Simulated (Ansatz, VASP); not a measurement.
**Y in VASP and in Ansatz**

```xyz
2
Lattice="3.5483 0.0000 0.0000 -1.7741 3.0729 0.0000 0.0000 0.0000 5.4939" Properties=species:S:1:pos:R:3 pbc="T T T"
Y     0.0000    2.0486    1.3735
Y     1.7741    1.0243    4.1205
```

Alike in both runs: task relaxation of cell and atoms; functional LDA; k mesh 12 × 12 × 6; occupations gaussian, width 0.1 eV; no spin polarisation.

```csv
,VASP,Ansatz
version,VASP 6.6.1,Ansatz 0.2.0
potentials or method,"VASP PAW LDA potentials, release 64 (Y_sv), cutoff 600 eV","scalar-relativistic, plane waves, PAW"
valence electrons in the cell,22,22
```

VASP gave:

```
gap on the k mesh at the Fermi level, each at its own relaxed structure (eV) : none
relaxed volume (Å³/atom)                                                     : 29.86
relaxed cell length with the largest relative difference (Å)                 : 3.544
```

What did Ansatz give for the same quantities?

gap on the k mesh at the Fermi level, each at its own relaxed structure (eV): none; relaxed volume (Å³/atom): 29.95; relaxed cell length with the largest relative difference (Å): 3.548.

Ansatz warns that its potentials were made for another functional, while VASP's fit it. LDA's correlation is that of Perdew and Zunger in VASP and of Perdew and Wang (1992) in Ansatz. A gap of «none» marks a metal or a gap that the smearing closes.
